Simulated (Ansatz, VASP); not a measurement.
# Two plane-wave programs on Sb

File INCAR:

```
PREC = Accurate
ENCUT = 500
EDIFF = 1E-6
ISMEAR = 0
SIGMA = 0.0403
LREAL = F
LASPH = T
NELM = 120
ALGO = Normal
ISIF = 2
LWAVE = F
LCHARG = F
GGA = PE
NBANDS = 8
GGA_COMPAT = F
```

The input KPOINTS:

```
Automatic mesh
0
Gamma
  5 5 5
```

POSCAR

```
Sb
1.0
    0.0000000000      3.0387930000      3.0387930000
    3.0387930000      0.0000000000      3.0387930000
    3.0387930000      3.0387930000      0.0000000000
Sb
1
Direct
    0.0000000000      0.0000000000      0.0000000000
```

Input for Ansatz:

```yaml
crystal:
  lattice:
    - [0.0, 3.038793, 3.038793]
    - [3.038793, 0.0, 3.038793]
    - [3.038793, 3.038793, 0.0]
  atoms:
    - { symbol: Sb, position: [0.0, 0.0, 0.0] }
  symmetry: { tolerance: 0.0003 }
kpoints:
  mp_grid: { grid: [5, 5, 5], shift: [0, 0, 0] }
magnetization:
  spin_polarized: false
scf:
  occupations: { method: gaussian, width: 0.0403 }
hamiltonian:
  pseudopotentials: { kind: paw }
  xc: pbe
basis:
  ecutwfc: 420
output:
  forces: true
  stress: true
  eigenvalues: true
```

Alike in both runs: task single point; functional PBE; k mesh 5 × 5 × 5; occupations gaussian, width 0.0403 eV; no spin polarisation.

|  | VASP | Ansatz |
| --- | --- | --- |
| version | VASP 6.6.1 | Ansatz 0.2.0 |
| potentials or method | VASP PAW PBE potentials, release 64 (Sb), cutoff 500 eV | PAW plane waves |
| valence electrons in the cell | 5 | 15 |

|  | VASP | Ansatz | Ansatz less VASP |
| --- | --- | --- | --- |
| gap on the k mesh at the Fermi level (eV) | none | none | - |
| pressure (GPa) | -7.5 | -7.5 | 0.00 |

A gap of «none» marks a metal or a gap that the smearing closes. With one functional, cell and mesh, what is left measures potentials, basis and numerics. VASP's potentials hold 5 valence electrons a cell and Ansatz's 15, so a difference there can come from the potentials and not from the codes.

Neither program's run includes spin-orbit coupling.
